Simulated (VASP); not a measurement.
# Cu (I4/mmm) in VASP: further runs, part 2 of 2

VASP 6.6.1. The steps go on from the part before.

## 3. Single point, PBEsol (strain +0.000 along x and y, +0.030 along z)

Contents of INCAR:

```
SYSTEM = Cu
PREC = Accurate ; ENCUT = 520
EDIFF = 1E-6 ; ISMEAR = 0
SIGMA = 0.15 ; LREAL = .False.
LASPH = .True. ; NELM = 60
ALGO = Fast ; ISIF = 2
LWAVE = .False. ; LCHARG = .False.
GGA = PS ; NBANDS = 12
```

Contents of KPOINTS:

```
regular mesh
0
Gamma
  22 22 22
  0 0 0
```

Contents of POSCAR:

```
Cu
1.0
    0.0000000000      1.8075000000      1.8617250000
    1.8075000000      0.0000000000      1.8617250000
    1.8075000000      1.8075000000      0.0000000000
Cu
1
Direct
    0.0000000000      0.0000000000      0.0000000000
```

Potentials or basis: VASP PAW PBE potentials, release 64 (Cu).

Run with:

```
$ cat potpaw_PBE.64/Cu/POTCAR > POTCAR
$ mpirun -np 1 vasp_std > vasp.out
```

OUTCAR:

```text
SYSTEM = Cu
   PREC = Accurate
   ENCUT = 520
   EDIFF = 1E-6
   ISMEAR = 0
   LREAL = .False.
   LASPH = .True.
   NELM = 60
   ISIF = 2
   GGA = PS

 ion  position               nearest neighbor table
   1  0.000  0.000  0.000-

  LATTYP: Found a body centered tetragonal cell.
 ALAT       =     2.5561910140
 C/A-ratio  =     1.4566399692

  Lattice vectors:

 A1 = (  -1.8075000000,   0.0000000000,   1.8617250000)
 A2 = (   1.8075000000,   0.0000000000,   1.8617250000)
 A3 = (   0.0000000000,   1.8075000000,  -1.8617250000)

Analysis of symmetry for initial positions (statically):
=====================================================================
 Subroutine PRICEL returns:
 Original cell was already a primitive cell.

 Routine SETGRP: Setting up the symmetry group for a
 body centered tetragonal supercell.

 Subroutine GETGRP returns: Found 16 space group operations
 (whereof 16 operations were pure point group operations)
 out of a pool of 16 trial point group operations.

The static configuration has the point symmetry D_4h.

Analysis of symmetry for dynamics (positions and initial velocities):
[... 169 lines left out ...]
      3       4.1524      2.00000
      4       4.1524      2.00000
      5       4.8257      2.00000
      6       4.9663      2.00000
      7      29.4023      0.00000
      8      31.7298      0.00000
      9      31.8077      0.00000
     10      31.8077      0.00000
     11      34.2201      0.00000
     12      34.2872      0.00000
[... 331 lines left out ...]
 k-point    24 :      -0.4545    0.0455    0.0000
  band No.  band energies     occupation
      1       2.1359      2.00000
      2       3.9919      2.00000
      3       4.1682      2.00000
      4       5.1606      2.00000
      5       5.3887      2.00000
      6       6.2985      2.00000
      7      10.8968      0.00000
      8      26.2351      0.00000
      9      28.5800      0.00000
     10      28.8888      0.00000
     11      32.3742      0.00000
     12      32.4210      0.00000

 [... further k-points ...]

------------------------ aborting loop because EDIFF is reached ----------------------------------------

  FORCE on cell =-STRESS in cart. coord.  units (eV):
  Direction    XX          YY          ZZ          XY          YZ          ZX
  --------------------------------------------------------------------------------------
  -------------------------------------------------------------------------------------
  Total       -0.6702305     -0.6702305     -0.8028639      0.0000000     -0.0000000     -0.0000000
  in kB      -88.2739611    -88.2739611   -105.7426981      0.0000000     -0.0000000     -0.0000000
  external PRESSURE =     -94.0968734 kB  Pullay stress =       0.0000000 kB

 VOLUME and BASIS-vectors are now :
 -----------------------------------------------------------------------------
  energy-cutoff  :      520.00
  volume of cell :       12.16
      direct lattice vectors                 reciprocal lattice vectors
     0.000000000  1.807500000  1.861725000    -0.276625173  0.276625173  0.268568129
     1.807500000  0.000000000  1.861725000     0.276625173 -0.276625173  0.268568129
     1.807500000  1.807500000  0.000000000     0.276625173  0.276625173 -0.268568129

 POSITION                                       TOTAL-FORCE (eV/Angst)
 -----------------------------------------------------------------------------------
      0.00000      0.00000      0.00000         0.000000      0.000000      0.000000
 -----------------------------------------------------------------------------------
    total drift:                                0.000000      0.000000      0.000000

  FREE ENERGIE OF THE ION-ELECTRON SYSTEM (eV)
  ---------------------------------------------------
  free  energy   TOTEN  =        -4.2849186250 eV

  energy  without entropy=       -4.2821237804  energy(sigma->0) =       -4.28352120
```

OSZICAR:

```text
N       E                     dE             d eps       ncg     rms          rms(c)
DAV:   1     0.418299777599E+02    0.41830E+02   -0.53840E+03 22088   0.153E+03
DAV:   2    -0.402811463743E+01   -0.45858E+02   -0.42280E+02 20568   0.202E+02
DAV:   3    -0.534501648528E+01   -0.13169E+01   -0.13053E+01 23544   0.397E+01
DAV:   4    -0.535318385632E+01   -0.81674E-02   -0.81661E-02 22608   0.276E+00
DAV:   5    -0.535325899346E+01   -0.75137E-04   -0.75136E-04 23980   0.269E-01    0.834E+00
RMM:   6    -0.474865172785E+01    0.60461E+00   -0.39829E+00 25020   0.371E+01    0.508E+00
RMM:   7    -0.429682105321E+01    0.45183E+00   -0.62311E-01 24843   0.143E+01    0.943E-01
RMM:   8    -0.428584465750E+01    0.10976E-01   -0.12384E-02 25699   0.143E+00    0.215E-01
RMM:   9    -0.428487180417E+01    0.97285E-03   -0.27815E-03 26256   0.939E-01    0.264E-02
RMM:  10    -0.428490931326E+01   -0.37509E-04   -0.54071E-04 25890   0.313E-01    0.155E-02
RMM:  11    -0.428491906644E+01   -0.97532E-05   -0.93271E-05 26725   0.113E-01    0.149E-02
RMM:  12    -0.428491817643E+01    0.89001E-06   -0.13949E-05 27046   0.536E-02    0.363E-03
RMM:  13    -0.428491862496E+01   -0.44853E-06   -0.40163E-06 19953   0.205E-02
   1 F= -.42849186E+01 E0= -.42835212E+01  d E =-.279484E-02
```

stdout:

```text
POSCAR found type information on POSCAR Cu
 POSCAR found :  1 types and       1 ions
 scaLAPACK will be used
 -----------------------------------------------------------------------------
|                                                                             |
|                                                                             |
|     You enforced a specific xc type in the INCAR file but a different       |
|     I HOPE YOU KNOW WHAT YOU ARE DOING!                                     |
|                                                                             |
 -----------------------------------------------------------------------------

 LDA part: xc-table for (Slater+PW92), standard interpolation
 POSCAR, INCAR and KPOINTS ok, starting setup
 FFT: planning ... GRIDC
 FFT: planning ... GRID_SOFT
 FFT: planning ... GRID
 WAVECAR not read
 entering main loop
WARNING in EDDRMM: call to ZHEGV failed, returncode =   6  3     10
WARNING in EDDRMM: call to ZHEGV failed, returncode =   6  3     11
```

Wall time 57 s (1 thread of Intel Xeon 6975P-C (Granite Rapids), shared host); peak memory 0.23 GiB.

What came out:

```
Free energy : -4.2849 eV
Pressure    : -9.4 GPa
```

Caveat: the cell differs from its parent crystal (strain +0.000 along x and y, +0.030 along z); the PAW data sets were made with another functional, which shifts forces and pressure a little.

## 4. Single point, PBEsol (strain +0.015 along x and y, +0.000 along z)

Contents of INCAR:

```
PREC = Accurate ; ENCUT = 520
EDIFF = 1E-6 ; ISMEAR = 0
SIGMA = 0.15 ; LREAL = False
LASPH = True ; NELM = 80
ALGO = Normal ; ISIF = 2
LWAVE = False ; LCHARG = True
GGA = PS ; LELF = True
LVHAR = True ; NBANDS = 12
```

Contents of KPOINTS:

```
regular mesh
0
Gamma
  22 22 22
```

Contents of POSCAR:

```
Cu
1.0
    0.0000000000      1.8346125000      1.8075000000
    1.8346125000      0.0000000000      1.8075000000
    1.8346125000      1.8346125000      0.0000000000
Cu
1
Direct
    0.0000000000      0.0000000000      0.0000000000
```

Potentials or basis: VASP PAW PBE potentials, release 64 (Cu).

Run with:

```
$ cat potpaw_PBE.64/Cu/POTCAR > POTCAR
$ mpirun -np 1 vasp_std > vasp.out
```

OUTCAR:

```text
PREC = Accurate
   ENCUT = 520
   EDIFF = 1E-6
   ISMEAR = 0
   LREAL = False
   LASPH = True
   NELM = 80
   ISIF = 2
   GGA = PS

 ion  position               nearest neighbor table
   1  0.000  0.000  0.000-

  LATTYP: Found a body centered tetragonal cell.
 ALAT       =     2.5945338792
 C/A-ratio  =     1.3933138546

  Lattice vectors:

 A1 = (   0.0000000000,  -1.8346125000,  -1.8075000000)
 A2 = (   0.0000000000,   1.8346125000,  -1.8075000000)
 A3 = (   1.8346125000,   0.0000000000,   1.8075000000)

Analysis of symmetry for initial positions (statically):
=====================================================================
 Subroutine PRICEL returns:
 Original cell was already a primitive cell.

 Routine SETGRP: Setting up the symmetry group for a
 body centered tetragonal supercell.

 Subroutine GETGRP returns: Found 16 space group operations
 (whereof 16 operations were pure point group operations)
 out of a pool of 16 trial point group operations.

The static configuration has the point symmetry D_4h.

[... 166 lines left out ...]
  band No.  band energies     occupation
      1      -2.1252      2.00000
      2       4.0797      2.00000
      3       4.0797      2.00000
      4       4.1482      2.00000
      5       4.8617      2.00000
      6       4.9302      2.00000
      7      29.3857      0.00000
      8      31.7541      0.00000
      9      31.7541      0.00000
     10      31.7980      0.00000
     11      34.2040      0.00000
     12      34.2398      0.00000
[... 331 lines left out ...]
 k-point    24 :      -0.4545    0.0455    0.0000
  band No.  band energies     occupation
      1       2.1324      2.00000
      2       4.0648      2.00000
      3       4.0894      2.00000
      4       5.1345      2.00000
      5       5.4239      2.00000
      6       6.2646      2.00000
      7      10.9210      0.00000
      8      27.2638      0.00000
      9      28.0679      0.00000
     10      28.1375      0.00000
     11      31.8476      0.00000
     12      32.9462      0.00000

 [... further k-points ...]

------------------------ aborting loop because EDIFF is reached ----------------------------------------

  FORCE on cell =-STRESS in cart. coord.  units (eV):
  Direction    XX          YY          ZZ          XY          YZ          ZX
  --------------------------------------------------------------------------------------
  -------------------------------------------------------------------------------------
  Total       -0.7406829     -0.7406829     -0.6837689      0.0000000      0.0000000     -0.0000000
  in kB      -97.5317308    -97.5317308    -90.0373994      0.0000000      0.0000000     -0.0000000
  external PRESSURE =     -95.0336203 kB  Pullay stress =       0.0000000 kB

 VOLUME and BASIS-vectors are now :
 -----------------------------------------------------------------------------
  energy-cutoff  :      520.00
  volume of cell :       12.17
      direct lattice vectors                 reciprocal lattice vectors
     0.000000000  1.834612500  1.807500000    -0.272537116  0.272537116  0.276625173
     1.834612500  0.000000000  1.807500000     0.272537116 -0.272537116  0.276625173
     1.834612500  1.834612500  0.000000000     0.272537116  0.272537116 -0.276625173

 POSITION                                       TOTAL-FORCE (eV/Angst)
 -----------------------------------------------------------------------------------
      0.00000      0.00000      0.00000        -0.000000      0.000000      0.000000
 -----------------------------------------------------------------------------------
    total drift:                                0.000000      0.000000      0.000000

  FREE ENERGIE OF THE ION-ELECTRON SYSTEM (eV)
  ---------------------------------------------------
  free  energy   TOTEN  =        -4.2857337299 eV

  energy  without entropy=       -4.2829083796  energy(sigma->0) =       -4.28432105
```

It took 44 s on 1 thread of Intel Xeon 6975P-C (Granite Rapids), shared host; peak memory 0.23 GiB.

Results:

| Property | Result |
| --- | --- |
| Free energy | -4.2857 eV |
| Pressure | -9.5 GPa |

Levels at points of the mesh, in eV from the Fermi level:
```
           k point  band 4  band 5  band 6  band 7  band 8  band 9
(0.00, 0.00, 0.00)   -2.87   -2.16   -2.09   22.37   24.73   24.73
(0.50, 0.00, 0.00)   -1.60   -1.57   -0.93    3.61   20.78   21.34
(0.50, 0.50, 0.00)   -1.44   -1.44    1.71    7.17   12.59   12.59
(0.50, 0.00, 0.50)   -1.47   -1.43    1.39    6.78   12.92   12.96
```

Caveat: the cell differs from its parent crystal (strain +0.015 along x and y, +0.000 along z); the PAW data sets were made with another functional, which shifts forces and pressure a little.

## 5. Single point, PBEsol (strain +0.030 along x and y, -0.015 along z)

Contents of INCAR:

```
PREC     = Accurate       # precision mode
ENCUT    = 520            # plane-wave cutoff, eV
EDIFF    = 1E-6           # SCF threshold, eV
ISMEAR   = 0              # smearing method
SIGMA    = 0.15           # smearing width, eV
LREAL    = F              # projectors in reciprocal space
LASPH    = T              # aspherical terms in the spheres
NELM     = 80             # most SCF steps
ALGO     = Fast           # electronic algorithm
ISIF     = 2              # what is computed and relaxed
LWAVE    = F              # write WAVECAR
LCHARG   = T              # write CHGCAR
GGA      = PS             # functional
LELF     = T              # ELF
LVHAR    = T            
NBANDS   = 12             # bands
```

Contents of KPOINTS:

```
Automatic mesh
0
Gamma
  22 22 22
```

Contents of POSCAR:

```
Cu
1.0
    0.0000000000      1.8617250000      1.7803875000
    1.8617250000      0.0000000000      1.7803875000
    1.8617250000      1.8617250000      0.0000000000
Cu
1
Direct
    0.0000000000      0.0000000000      0.0000000000
```

Run with:

```
$ cat potpaw_PBE.64/Cu/POTCAR > POTCAR
$ mpirun -np 1 vasp_std > vasp.out
```

It took 50 s on 1 thread of Intel Xeon 6975P-C (Granite Rapids), shared host; peak memory 0.22 GiB.

It converged, with:

- Free energy: -4.2725 eV
- Pressure: -10.9 GPa

Stress tensor (GPa, compression positive):
```
-11.59   0.00   0.00
  0.00 -11.59   0.00
  0.00   0.00  -9.62
```

Levels at points of the mesh, in eV from the Fermi level:
```tsv
k point	band 3	band 4	band 5	band 6	band 7	band 8	band 9	band 10
(0.00, 0.00, 0.00)	-2.94	-2.75	-2.21	-2.01	22.28	24.50	24.50	24.63
(0.50, 0.00, 0.00)	-2.80	-1.62	-1.53	-0.89	3.55	20.32	20.66	22.56
(0.50, 0.50, 0.00)	-1.59	-1.43	-1.43	2.14	7.59	12.04	12.04	16.56
(0.50, 0.00, 0.50)	-1.59	-1.51	-1.39	1.21	6.43	13.03	13.13	17.43
```

Caveat: the cell differs from its parent crystal (strain +0.030 along x and y, -0.015 along z); the PAW data sets were made with another functional, which shifts forces and pressure a little.

## 6. Single point, PBEsol (strain +0.030 along x and y, +0.000 along z)

Contents of INCAR:

```
SYSTEM = Cu
PREC = Accurate ; ENCUT = 520
EDIFF = 1E-6 ; ISMEAR = 0
SIGMA = 0.15 ; LREAL = .False.
LASPH = .True. ; NELM = 80
ALGO = Normal ; ISIF = 2
LWAVE = .False. ; LCHARG = .False.
GGA = PS ; NBANDS = 12
```

Contents of KPOINTS:

```
Automatic mesh
0
Gamma
  22 22 22
  0 0 0
```

Contents of POSCAR:

```
Cu
1.0
    0.0000000000      1.8617250000      1.8075000000
    1.8617250000      0.0000000000      1.8075000000
    1.8617250000      1.8617250000      0.0000000000
Cu
1
Direct
    0.0000000000      0.0000000000      0.0000000000
```

Potentials or basis: VASP PAW PBE potentials, release 64 (Cu).

Run with:

```
$ cat potpaw_PBE.64/Cu/POTCAR > POTCAR
$ mpirun -np 1 vasp_std > vasp.out
```

It took 42 s on 1 thread of Intel Xeon 6975P-C (Granite Rapids), shared host; peak memory 0.22 GiB.

Results (log left out):

| Item | Value |
| --- | --- |
| Free energy | -4.2601 eV |
| Pressure | -12.6 GPa |

Stress tensor (GPa, compression positive):
```
-13.04   0.00   0.00
  0.00 -13.04   0.00
  0.00   0.00 -11.71
```

Levels at points of the mesh, in eV from the Fermi level:
```tsv
k point	band 3	band 4	band 5	band 6	band 7	band 8	band 9	band 10
(0.00, 0.00, 0.00)	-2.87	-2.75	-2.14	-2.01	22.14	24.28	24.28	24.34
(0.50, 0.00, 0.00)	-2.79	-1.58	-1.53	-0.85	3.47	20.37	20.67	21.90
(0.50, 0.50, 0.00)	-1.57	-1.42	-1.42	1.93	7.22	12.16	12.16	16.61
(0.50, 0.00, 0.50)	-1.57	-1.47	-1.39	1.32	6.46	12.80	12.87	17.17
```

Caveat: the cell differs from its parent crystal (strain +0.030 along x and y, +0.000 along z); the PAW data sets were made with another functional, which shifts forces and pressure a little.

## 7. Overview

| cell | gap on the mesh (eV) | pressure (GPa) |
| --- | --- | --- |
| a = 2.556, b = 2.556, c = 2.595 Å, angles 59.5, 59.5, 61.0°, 1 atom | none | -7.7 |
| a = 2.595, b = 2.595, c = 2.556 Å, angles 60.5, 60.5, 59.0°, 1 atom | none | -9.4 |
| a = 2.575, b = 2.575, c = 2.595 Å, angles 59.8, 59.8, 60.5°, 1 atom | none | -9.5 |
| a = 2.576, b = 2.576, c = 2.633 Å, angles 59.3, 59.3, 61.5°, 1 atom | none | -10.9 |
| a = 2.595, b = 2.595, c = 2.633 Å, angles 59.5, 59.5, 61.0°, 1 atom | none | -12.6 |

Alike in all rows: task single point; level PBEsol; potentials or basis VASP PAW PBE potentials, release 64 (Cu); no spin polarisation; k mesh 22 × 22 × 22; cutoff (eV) 520; smearing gaussian 0.15 eV.

Caveats: the PAW data sets were made with another functional, which shifts forces and pressure a little.

Absolute energies hang on the potentials; compare differences alone.
